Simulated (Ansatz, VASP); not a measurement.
## Two plane-wave programs on K2NbO3

```
K Nb O
1.0
     4.04092    0.00000    0.00000
    -2.02046    3.49954    0.00000
     0.00000    0.00000    7.97688
K Nb O
2 1 3
Cartesian
  0.0000 2.3330 5.9987
  0.0000 2.3330 1.9782
  2.0205 1.1665 3.9884
  2.0205 1.1665 0.0000
  0.0000 0.0000 3.9884
  0.0000 0.0000 0.0000
```

Change from the starting cell: species swapped into the Ce2CuSi3 type (P-6m2, No. 187).

Alike in both runs: task single point; functional PBE; k mesh 6 × 6 × 2; occupations gaussian, width 0.1 eV; collinear spin.

|  | VASP | Ansatz |
| --- | --- | --- |
| version | VASP 6.6.1 | Ansatz 0.2.0 |
| potentials or method | VASP PAW PBE potentials, release 64 (K_sv, Nb_sv, O), cutoff 520 eV | scalar-relativistic, plane waves, PAW |
| valence electrons in the cell | 49 | 49 |

```tsv
	VASP	Ansatz	Ansatz less VASP
gap on the k mesh at the Fermi level (eV)	none	none	-
pressure (GPa)	-5.0	-4.3	+0.71
traceless stress, the component that is largest in VASP (GPa)	7.94	7.27	-0.664
rms of the force components (eV/Å)	0.922	0.912	-0.0097
net moment per atom (μB)	0.58	0.86	+0.274
size of the moment on the site where the two differ most (μB)	0.01	0.81	+0.798
```

The net moments are unlike, so the other rows may belong to different states. Site moments also hang on the region over which each program counts them. Atom by atom the forces differ by 0.010 eV/Å (rms over components). A gap of «none» marks a metal or a gap that the smearing closes. Ansatz's warnings: no starting moments.

The k mesh is coarse, so the values compare programs but aren't converged.
